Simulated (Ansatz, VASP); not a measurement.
**Ti in VASP and in Ansatz**

```
CELL_PARAMETERS angstrom
-1.63606 1.71240 1.67133
1.65296 -1.66097 1.63680
1.57516 1.60007 -1.61990
ATOMIC_POSITIONS crystal
Ti 0.00000 0.00000 0.00000
```

Change from the starting cell: cell strained at random at fixed volume.

Alike in both runs: functional pbesol exchange, pbe correlation; k mesh 11 × 11 × 11; occupations tetrahedron; collinear spin; fixed moment 1 μB.

|  | VASP | Ansatz |
| --- | --- | --- |
| version | VASP 6.6.1 | Ansatz 0.2.0 |
| potentials or method | VASP PAW PBE potentials, release 64 (Ti_sv), cutoff 500 eV | all-electron LAPW, scalar-relativistic |
| task | single point | band structure |

|  | VASP | Ansatz | Ansatz less VASP |
| --- | --- | --- | --- |
| pressure (GPa) | -4.8 | -4.5 | +0.26 |
| traceless stress, the component that is largest in VASP (GPa) | 0.79 | 0.73 | -0.053 |
| size of the moment on the site where the two differ most (μB) | 0.70 | 0.80 | +0.108 |

VASP's potentials were made for PBE, not for pbesol exchange, pbe correlation. Site moments also hang on the region over which each program counts them. Ansatz ran all-electron here, and VASP with PAW potentials.
